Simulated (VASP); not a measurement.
Input of a VASP 6.6.1 run:

The input INCAR:

```
SYSTEM = Nb
ALGO = Fast ; EDIFF = 1E-6
ENCUT = 520 ; GGA = PE
ISIF = 2 ; ISMEAR = 0
LASPH = .True. ; LCHARG = .True.
LELF = .True. ; LREAL = .False.
LVHAR = .True. ; LWAVE = .False.
NBANDS = 12 ; NELM = 60
PREC = Accurate ; SIGMA = 0.15
```

Contents of KPOINTS:

```
k-points
0
Gamma
  20 20 20
  0 0 0
```

The input POSCAR:

```
Nb
1.0
   -1.6639500000      1.6639500000      1.7887462500
    1.6639500000     -1.6639500000      1.7887462500
    1.6639500000      1.6639500000     -1.7887462500
Nb
1
Direct
    0.0000000000      0.0000000000      0.0000000000
```

Potentials or basis: VASP PAW PBE potentials, release 64 (Nb_sv).

Command:

```bash
$ cat potpaw_PBE.64/Nb_sv/POTCAR > POTCAR
$ mpirun -np 1 vasp_std > vasp.out
```

(1) Estimate the pressure.

(2) Estimate the band gap on the k mesh.

Results:

(1) -12.6 GPa.

(2) zero (an odd number of electrons rules out a gap without spin polarisation).

Caveat: the cell differs from its parent crystal (strain +0.0750 x Voigt [0, 0, 1, 0, 0, 0]); the stress differs along the axes, from -17 to -10 GPa.
